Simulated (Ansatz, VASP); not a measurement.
**Two plane-wave programs on HfO2**

```
Hf O
1.0
     0.00000    2.38020    2.55871
     2.38020    0.00000    2.55871
     2.38020    2.38020    0.00000
Hf O
1 2
Direct
  0.00000 0.00000 0.00000
  0.25000 0.25000 0.25000
  0.75000 0.75000 0.75000
```

Alike in both runs: task single point; functional PBEsol; k mesh 8 × 8 × 8; occupations gaussian, width 0.05 eV; no spin polarisation.

```csv
,VASP,Ansatz
version,VASP 6.6.1,Ansatz 0.2.0
potentials or method,"VASP PAW PBE potentials, release 64 (Hf_pv, O), cutoff 520 eV","scalar-relativistic, plane waves, PAW"
valence electrons in the cell,22,38
```

Ansatz gave:

* gap on the k mesh at the Fermi level (eV): 2.91
* least direct gap on the mesh (eV): 3.32

Task: What did VASP give for the same quantities?

Result: gap on the k mesh at the Fermi level (eV): 2.95; least direct gap on the mesh (eV): 3.37.

VASP's potentials were made for PBE, not for PBEsol. VASP's potentials hold 22 valence electrons a cell and Ansatz's 38, so a difference there can come from the potentials and not from the codes.

Neither program's run includes spin-orbit coupling.
